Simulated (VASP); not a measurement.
# Na (Fd-3m) in VASP: a series of runs, part 2 of 3

VASP 6.6.1.

## (3) Single point, BLYP (volume scaled by 0.92)

INCAR reads:

```
SYSTEM = Na
AGGAC = 1.0 ; AGGAX = 1.0
ALDAC = 0.0 ; ALDAX = 1.0
ALGO = Normal ; EDIFF = 1E-6
ENCUT = 520 ; GGA = B5
ISIF = 2 ; ISMEAR = -1
LASPH = .TRUE. ; LCHARG = .FALSE.
LREAL = .FALSE. ; LWAVE = .FALSE.
NBANDS = 14 ; NELM = 60
PREC = Accurate ; SIGMA = 0.1
```

KPOINTS reads:

```
k-points
0
G
  8 8 8
  0 0 0
```

POSCAR reads:

```
Na
1.0
    0.0000000000      3.8514966396      3.8514966396
    3.8514966396      0.0000000000      3.8514966396
    3.8514966396      3.8514966396      0.0000000000
Na
2
Direct
    0.1250000000      0.1250000000      0.1250000000
    0.8750000000      0.8750000000      0.8750000000
```

Potentials or basis: VASP PAW PBE potentials, release 64 (Na_pv).

The run is started by

```
> cat potpaw_PBE.64/Na_pv/POTCAR > POTCAR
> mpirun -np 1 vasp_std > vasp.out
```

OUTCAR:

```text
SYSTEM = Na
   EDIFF = 1E-6
   ENCUT = 520
   GGA = B5
   ISIF = 2
   ISMEAR = -1
   LASPH = .TRUE.
   LREAL = .FALSE.
   NELM = 60
   PREC = Accurate

 ion  position               nearest neighbor table
   1  0.125  0.125  0.125-
   2  0.875  0.875  0.875-

  LATTYP: Found a face centered cubic cell.
 ALAT       =     7.7029932792

  Lattice vectors:

 A1 = (   0.0000000000,   3.8514966396,   3.8514966396)
 A2 = (   3.8514966396,   0.0000000000,   3.8514966396)
 A3 = (   3.8514966396,   3.8514966396,   0.0000000000)

Analysis of symmetry for initial positions (statically):
=====================================================================
 Subroutine PRICEL returns:
 Original cell was already a primitive cell.

 Routine SETGRP: Setting up the symmetry group for a
 face centered cubic supercell.

 Subroutine GETGRP returns: Found 48 space group operations
 (whereof 12 operations were pure point group operations)
 out of a pool of 48 trial point group operations.

The static configuration has the point symmetry D_3d.
 The point group associated with its full space group is O_h .

Analysis of symmetry for dynamics (positions and initial velocities):
=====================================================================
 Subroutine PRICEL returns:
 Original cell was already a primitive cell.

 Routine SETGRP: Setting up the symmetry group for a
 face centered cubic supercell.

 Subroutine GETGRP returns: Found 48 space group operations
 (whereof 12 operations were pure point group operations)
 out of a pool of 48 trial point group operations.

The dynamic configuration has the point symmetry D_3d.
 The point group associated with its full space group is O_h .

 Subroutine INISYM returns: Found 48 space group operations
 (whereof 12 operations are pure point group operations),
 and found     1 'primitive' translations

----------------------------------------------------------------------------------------

                                     Primitive cell

  volume of cell :     114.2664

  direct lattice vectors                    reciprocal lattice vectors
     0.000000000  3.851496640  3.851496640    -0.129819664  0.129819664  0.129819664
     3.851496640  0.000000000  3.851496640     0.129819664 -0.129819664  0.129819664
     3.851496640  3.851496640  0.000000000     0.129819664  0.129819664 -0.129819664

  length of vectors
     5.446838783  5.446838783  5.446838783     0.224854254  0.224854254  0.224854254

  position of ions in fractional coordinates (direct lattice)
     0.125000000  0.125000000  0.125000000
     0.875000000  0.875000000  0.875000000

  ion indices of the primitive-cell ions
   primitive index   ion index
                 1           1
                 2           2

----------------------------------------------------------------------------------------

 KPOINTS: k-points

Automatic generation of k-mesh.
 Grid dimensions read from file:
 generate k-points for:    8    8    8

 Generating k-lattice:

  Cartesian coordinates                     Fractional coordinates (reciprocal lattice)
    -0.016227458  0.016227458  0.016227458     0.125000000  0.000000000  0.000000000
     0.016227458 -0.016227458  0.016227458     0.000000000  0.125000000  0.000000000
     0.016227458  0.016227458 -0.016227458     0.000000000  0.000000000  0.125000000

  Length of vectors
[... 39 lines left out ...]
   total plane-waves  NPLWV =  74088
   dimension x,y,z NGX =    42 NGY =   42 NGZ =   42
   dimension x,y,z NGXF=    84 NGYF=   84 NGZF=   84
   ions per type =               2
   NGX,Y,Z   is equivalent  to a cutoff of  12.82, 12.82, 12.82 a.u.
   NGXF,Y,Z  is equivalent  to a cutoff of  25.64, 25.64, 25.64 a.u.
 SYSTEM =  Na
   PREC   = accura    normal or accurate (medium, high low for compatibility)
   ISTART =      0    job   : 0-new  1-cont  2-samecut
   ICHARG =      2    charge: 1-file 2-atom 10-const
   ISPIN  =      1    spin polarized calculation?
   LNONCOLLINEAR =      F non collinear calculations
   LSORBIT =      F    spin-orbit coupling
   LASPH  =      T    aspherical Exc in radial PAW
   ENCUT  =  520.0 eV  38.22 Ry    6.18 a.u.  10.13 10.13 10.13*2*pi/ulx,y,z
   NELM   =     60;   NELMIN=  2; NELMDL= -5     # of ELM steps
   EDIFF  = 0.1E-05   stopping-criterion for ELM
   LREAL  =      F    real-space projection
   EDIFFG = 0.1E-04   stopping-criterion for IOM
   NSW    =      0    number of steps for IOM
   IBRION =     -1    ionic relax: 0-MD 1-quasi-New 2-CG
   NFREE  =      0    steps in history (QN), initial steepest desc. (CG)
   ISIF   =      2    stress and relaxation
   ISYM   =      2    0-nonsym 1-usesym 2-fastsym
   POTIM  = 0.5000    time-step for ionic-motion
   TEBEG  =    0.0;   TEEND  =   0.0 temperature during run
   PSTRESS=    0.0 pullay stress
   NELECT =      14.0000    total number of electrons
   NUPDOWN=      -1.0000    fix difference up-down
   EMIN   =  10.00;   EMAX   =-10.00  energy-range for DOS
   EFERMI =   0.00;   METHOD = LEGACY
   ISMEAR =    -1;   SIGMA  =   0.10  broadening in eV -4-tet -1-fermi 0-gaus
   EFERMI_NEDOS =   21; number of points for ismear=-14 and -15
   IALGO  =     38    algorithm
   IMIX   =      4    mixing-type and parameters
     AMIX     =   0.40;   BMIX     =  1.00
     AMIX_MAG =   1.60;   BMIX_MAG =  1.00
  volume/ion in A,a.u.               =      57.13       385.55
  Fermi-wavevector in a.u.,A,eV,Ry     =   0.813101  1.536539  8.995270  0.661134
  Thomas-Fermi vector in A             =   1.922765
   LORBIT       =      0    0 simple, 1 ext, 2 COOP (PROOUT), +10 PAW based schemes
   GGA     = B5    functional components
   LHFCALC =     F    Hartree Fock is set to
   AEXX    =    0.0000 exact exchange contribution
   IVDW    =     0    specifies the selected vdW correction
   LEPSILON=     F    determine dielectric tensor
   LRPA    =     F    only Hartree local field effects (RPA)
 non-spin polarized calculation
  energy-cutoff  :      520.00
  volume of cell :      114.27
 maximum number of plane-waves:      3119
 NGX is ok and might be reduce to    42
   NGX = 21   NGY = 21   NGZ = 21

 number of electron      14.0000003 magnetization

 Free energy of the ion-electron system (eV)
  ---------------------------------------------------
  ext. energy  EPLUGINS =         0.00000000
  ---------------------------------------------------
  free energy    TOTEN  =        -1.44044706 eV

  energy without entropy =       -1.40907455  energy(sigma->0) =       -1.42476080

 E-fermi :  -0.2929     XC(G=0):  -4.8320

 val. band max:       -0.3010207294   @ k =   0.5000   0.5000   0.0000
 cond. band min:      -0.1993119763   @ k =  -0.3750   0.5000   0.1250
 fundamental gap:      0.1017087532
 Fermi energy:        -0.2928814179

 k-point     1 :       0.0000    0.0000    0.0000
  band No.  band energies     occupation
      1     -25.9063      2.00000
      2     -25.9063      2.00000
      3     -25.9063      2.00000
      4     -25.8766      2.00000
      5     -25.8765      2.00000
      6     -25.8765      2.00000
      7      -2.7412      2.00000
      8       4.0621      0.00000
      9       4.0621      0.00000
     10       4.0622      0.00000
     11       4.4789      0.00000
     12       4.4789      0.00000
     13       4.4790      0.00000
     14       6.0607      0.00000
[... 377 lines left out ...]
      1     -25.9120      2.00000
      2     -25.9105      2.00000
      3     -25.8997      2.00000
      4     -25.8837      2.00000
      5     -25.8726      2.00000
      6     -25.8712      2.00000
      7      -0.8998      1.99538
      8      -0.1432      0.36593
      9       1.7133      0.00000
     10       2.2568      0.00000
     11       4.4216      0.00000
     12       4.6818      0.00000
     13       6.3977      0.00000
     14       6.8666      0.00000

 [... further k-points ...]

------------------------ aborting loop because EDIFF is reached ----------------------------------------

  FORCE on cell =-STRESS in cart. coord.  units (eV):
  Direction    XX          YY          ZZ          XY          YZ          ZX
  --------------------------------------------------------------------------------------
  -------------------------------------------------------------------------------------
  Total        0.1797831      0.1797831      0.1797831     -0.0000000      0.0000000     -0.0000000
  in kB        2.5208148      2.5208148      2.5208148     -0.0000000      0.0000000     -0.0000000
  external PRESSURE =       2.5208148 kB  Pullay stress =       0.0000000 kB

 VOLUME and BASIS-vectors are now :
 -----------------------------------------------------------------------------
  energy-cutoff  :      520.00
  volume of cell :      114.27
      direct lattice vectors                 reciprocal lattice vectors
     0.000000000  3.851496640  3.851496640    -0.129819664  0.129819664  0.129819664
     3.851496640  0.000000000  3.851496640     0.129819664 -0.129819664  0.129819664
     3.851496640  3.851496640  0.000000000     0.129819664  0.129819664 -0.129819664

 POSITION                                       TOTAL-FORCE (eV/Angst)
 -----------------------------------------------------------------------------------
      0.96287      0.96287      0.96287         0.000000      0.000000      0.000000
      6.74012      6.74012      6.74012        -0.000000     -0.000000     -0.000000
 -----------------------------------------------------------------------------------
    total drift:                                0.000000      0.000000      0.000000

  FREE ENERGIE OF THE ION-ELECTRON SYSTEM (eV)
  ---------------------------------------------------
  free  energy   TOTEN  =        -1.4404470605 eV

  energy  without entropy=       -1.4090745457  energy(sigma->0) =       -1.42476080
```

Wall time 32 s (1 thread of Intel Xeon Platinum 8488C (Sapphire Rapids), shared host); peak memory 0.25 GiB.

What came out:

```yaml
Free_energy: -1.4404 eV
Pressure: 0.3 GPa
Band_gap_on_the_k_mesh: zero (band 7 reaches -0.06 eV, above the bottom of band 8 at -0.41 eV)
```

Levels at points of the mesh, in eV from the Fermi level:
```tsv
k point	band 3	band 4	band 5	band 6	band 7	band 8	band 9	band 10	band 11	band 12
(0.00, 0.00, 0.00)	-25.61	-25.58	-25.58	-25.58	-2.45	4.35	4.35	4.36	4.77	4.77
(0.50, 0.00, 0.00)	-25.61	-25.59	-25.58	-25.58	-0.92	-0.12	3.61	3.61	4.66	4.66
(0.50, 0.50, 0.00)	-25.60	-25.60	-25.58	-25.58	-0.01	-0.01	2.34	2.34	3.15	3.15
```

Caveat: the cell differs from its parent crystal (volume scaled by 0.92); the PAW data sets were made with another functional, which shifts forces and pressure a little.

## (4) Single point, BLYP (volume scaled by 0.96)

INCAR reads:

```
PREC = Accurate
ENCUT = 520
EDIFF = 1E-6
ISMEAR = -1
SIGMA = 0.1
LREAL = F
LASPH = T
NELM = 100
ALGO = Normal
ISIF = 2
LWAVE = F
LCHARG = F
GGA = B5
ALDAX = 1.0
AGGAX = 1.0
AGGAC = 1.0
ALDAC = 0.0
NBANDS = 14
```

KPOINTS reads:

```
regular mesh
0
Gamma
  8 8 8
```

POSCAR reads:

```
Na
1.0
    0.0000000000      3.9065254549      3.9065254549
    3.9065254549      0.0000000000      3.9065254549
    3.9065254549      3.9065254549      0.0000000000
Na
2
Direct
    0.1250000000      0.1250000000      0.1250000000
    0.8750000000      0.8750000000      0.8750000000
```

The run is started by

```
> cat potpaw_PBE.64/Na_pv/POTCAR > POTCAR
> mpirun -np 1 vasp_std > vasp.out
```

Run time: 35 s. Hardware: 1 thread of Intel Xeon Platinum 8488C (Sapphire Rapids), shared host; peak memory 0.24 GiB.

Results (log left out):

```
Free energy            : -1.4467 eV
Pressure               : 0.1 GPa
Band gap on the k mesh : zero (band 7 reaches -0.17 eV, above the bottom of band 8 at -0.46 eV)
```

Levels at points of the mesh, in eV from the Fermi level:
| k point | band 3 | band 4 | band 5 | band 6 | band 7 | band 8 | band 9 | band 10 | band 11 | band 12 |
| --- | --- | --- | --- | --- | --- | --- | --- | --- | --- | --- |
| (0.00, 0.00, 0.00) | -25.61 | -25.59 | -25.59 | -25.59 | -2.37 | 4.24 | 4.24 | 4.24 | 4.67 | 4.67 |
| (0.50, 0.00, 0.00) | -25.61 | -25.59 | -25.58 | -25.58 | -0.91 | -0.08 | 3.51 | 3.51 | 4.54 | 4.59 |
| (0.50, 0.50, 0.00) | -25.60 | -25.60 | -25.58 | -25.58 | -0.02 | -0.02 | 2.29 | 2.29 | 3.11 | 3.11 |

Caveat: the cell differs from its parent crystal (volume scaled by 0.96); the PAW data sets were made with another functional, which shifts forces and pressure a little.

## (5) Single point, BLYP

This run uses another cell than the first one, of 62.10 Å³/atom, 1.136 times its volume.

INCAR reads:

```
PREC     = Accurate       # precision mode
ENCUT    = 520            # plane-wave cutoff, eV
EDIFF    = 1E-6           # SCF threshold, eV
ISMEAR   = -1             # smearing method
SIGMA    = 0.1            # smearing width, eV
LREAL    = False          # projectors in reciprocal space
LASPH    = True           # aspherical terms in the spheres
NELM     = 80             # most SCF steps
ALGO     = Normal         # electronic algorithm
ISIF     = 2              # what is computed and relaxed
LWAVE    = False          # write WAVECAR
LCHARG   = False          # write CHGCAR
GGA      = B5             # functional
ALDAX    = 1.0          
AGGAX    = 1.0          
AGGAC    = 1.0          
ALDAC    = 0.0          
NBANDS   = 14             # bands
```

KPOINTS is that of step 4.

POSCAR reads:

```
Na
1.0
    0.0000000000      3.9600461529      3.9600461529
    3.9600461529      0.0000000000      3.9600461529
    3.9600461529      3.9600461529      0.0000000000
Na
2
Direct
    0.1250000000      0.1250000000      0.1250000000
    0.8750000000      0.8750000000      0.8750000000
```

The run is started by

```
> cat potpaw_PBE.64/Na_pv/POTCAR > POTCAR
> mpirun -np 1 vasp_std > vasp.out
```

Wall time 35 s (1 thread of Intel Xeon Platinum 8488C (Sapphire Rapids), shared host); peak memory 0.25 GiB.

Results (log left out):

| Property | Result |
| --- | --- |
| Free energy | -1.4497 eV |
| Pressure | 0.0 GPa |
| Band gap on the k mesh | zero (band 7 reaches -0.28 eV, above the bottom of band 8 at -0.51 eV) |

Levels at points of the mesh, in eV from the Fermi level:
| k point | band 3 | band 4 | band 5 | band 6 | band 7 | band 8 | band 9 | band 10 | band 11 | band 12 |
| --- | --- | --- | --- | --- | --- | --- | --- | --- | --- | --- |
| (0.00, 0.00, 0.00) | -25.61 | -25.59 | -25.59 | -25.59 | -2.30 | 4.13 | 4.13 | 4.13 | 4.58 | 4.58 |
| (0.50, 0.00, 0.00) | -25.61 | -25.59 | -25.59 | -25.59 | -0.90 | -0.05 | 3.42 | 3.42 | 4.40 | 4.52 |
| (0.50, 0.50, 0.00) | -25.60 | -25.60 | -25.58 | -25.58 | -0.02 | -0.02 | 2.24 | 2.24 | 3.07 | 3.07 |

Caveat: the PAW data sets were made with another functional, which shifts forces and pressure a little.

(Part 2 of 3 ends here.)
